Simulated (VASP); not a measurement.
## SnSe: single point with PBEsol

The system is SnSe.

```xyz
2
Lattice="0.0000 2.9728 2.9728 3.2329 0.0000 2.9728 3.2329 2.9728 0.0000" Properties=species:S:1:pos:R:3 pbc="T T T"
Sn    0.0000    0.0000    0.0000
Se    3.2329    2.9728    2.9728
```

This cell differs from its parent crystal: strain +0.0875 x Voigt [1, 0, 0, 0, 0, 0].

| Property | Result |
| --- | --- |
| Program | VASP 6.6.1 |
| Task | single point |
| Functional | PBEsol |
| Potentials or basis | VASP PAW PBE potentials, release 64 (Sn_d, Se) |
| Cutoff | 520 eV |
| k mesh | 8 × 8 × 8 |
| Occupations | gaussian, width 0.05 eV |
| Spin | no spin polarisation |

```yaml
Pressure: -3.1 GPa
Band_gap_on_the_k_mesh: 0.49 eV, indirect (least direct gap 0.59 eV)
```

Stress tensor (GPa, compression positive):
```
-7.40  0.00  0.00
 0.00 -0.95  0.00
 0.00  0.00 -0.95
```

Levels at points of the mesh, in eV from the valence-band top:
```tsv
k point	band 8	band 9	band 10	band 11	band 12	band 13
(0.00, 0.00, 0.00)	-2.34	-2.34	-1.64	3.00	4.73	4.73
(0.50, 0.00, 0.00)	-1.94	-1.78	-0.11	0.49	1.10	1.41
(0.50, 0.50, 0.00)	-5.30	-3.97	-3.07	2.99	4.03	5.88
(0.00, 0.50, 0.50)	-5.11	-3.37	-3.37	3.22	4.94	5.37
```

It took 52 s on 1 thread of Intel(R) Xeon(R) Platinum 8259CL CPU @ 2.50GHz (Skylake/Cascade Lake), on a shared host, peak memory 0.22 GiB.

Caveat: the cell differs from its parent crystal (strain +0.0875 x Voigt [1, 0, 0, 0, 0, 0]); the PAW data sets were made with another functional, which shifts forces and pressure a little; spin-orbit coupling is left out, which moves the levels of the heavy elements. A k mesh can miss the band edges.
